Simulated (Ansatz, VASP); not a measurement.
# Pb: VASP beside Ansatz

```
CELL_PARAMETERS angstrom
5.70623 0.00000 0.00000
-2.85312 4.94174 0.00000
0.00000 0.00000 3.46649
ATOMIC_POSITIONS crystal
Pb 0.00000 0.00000 0.00000
Pb 0.33333 0.66667 0.50000
Pb 0.66667 0.33333 0.50000
```

Alike in both runs: task single point; functional PBEsol; k mesh 8 × 8 × 11; occupations fermi-dirac, width 0.1 eV; no spin polarisation.

```csv
,VASP,Ansatz
version,VASP 6.6.1,Ansatz 0.2.0
potentials or method,"VASP PAW PBE potentials, release 64 (Pb_d), cutoff 520 eV","plane waves (420 eV) with PAW, scalar-relativistic"
valence electrons in the cell,42,42
```

|  | VASP | Ansatz | Ansatz less VASP |
| --- | --- | --- | --- |
| pressure (GPa) | -3.0 | -2.9 | +0.07 |
| traceless stress, the component that is largest in VASP (GPa) | -0.39 | -0.39 | -0.004 |

VASP's potentials were made for PBE, not for PBEsol, and Ansatz warns of the same on its side. With one functional, cell and mesh, what is left measures potentials, basis and numerics.

Spin-orbit coupling is off throughout.
